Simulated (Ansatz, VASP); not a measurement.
**One calculation of TiN, two programs**

```
CELL_PARAMETERS angstrom
0.00000 2.15374 2.15374
2.15374 0.00000 2.15374
2.15374 2.15374 0.00000
ATOMIC_POSITIONS crystal
Ti 0.00000 0.00000 0.00000
N 0.50000 0.50000 0.50000
```

Alike in both runs: task single point; functional LDA; k mesh 11 × 11 × 11; occupations fermi-dirac, width 0.1 eV; no spin polarisation.

|  | VASP | Ansatz |
| --- | --- | --- |
| version | VASP 6.6.1 | Ansatz 0.2.0 |
| potentials or method | VASP PAW LDA potentials, release 64 (Ti_sv, N), cutoff 520 eV | plane waves, PAW |
| valence electrons in the cell | 17 | 17 |

```tsv
	VASP	Ansatz	Ansatz less VASP
pressure (GPa)	-24.1	-24.8	-0.77
```

LDA's correlation is that of Perdew and Zunger in VASP and of Perdew and Wang (1992) in Ansatz.
